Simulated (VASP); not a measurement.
InAs (qlda): single point with LDA

InAs (qlda):

```
CELL_PARAMETERS angstrom
0.00000 3.01326 3.01326
3.01326 0.00000 3.01326
3.01326 3.01326 0.00000
ATOMIC_POSITIONS crystal
In 0.25000 0.25000 0.25000
As 0.00000 0.00000 0.00000
```

| Quantity | Value |
| --- | --- |
| Program | VASP 6.6.1 |
| Task | single point |
| Functional | LDA |
| Potentials or basis | VASP PAW LDA potentials, release 64 (In_d, As) |
| Cutoff | 520 eV |
| k mesh | 10 × 10 × 10 |
| Occupations | fermi-dirac, width 0.15 eV |
| Spin | no spin polarisation |
| Dipole correction | no |
| Further INCAR settings | ALGO = Normal; EDIFF = 1e-06; NBANDS = 16 |

```
Pressure               : 0.1 GPa
Band gap on the k mesh : zero (filled and empty bands touch)
```

Levels at points of the mesh, in eV from the Fermi level:
```tsv
k point	band 7	band 8	band 9	band 10	band 11	band 12
(0.00, 0.00, 0.00)	-0.69	-0.35	-0.35	-0.35	3.48	3.48
(0.50, 0.00, 0.00)	-6.24	-1.36	-1.36	0.48	4.27	4.27
(0.50, 0.50, 0.00)	-6.31	-2.73	-2.73	1.06	1.61	8.72
```

Wall time 68 s on 1 thread of AMD EPYC 7R13 (shared host), peak memory 0.15 GiB.

Caveat: spin-orbit coupling is left out, which moves the levels of the heavy elements.
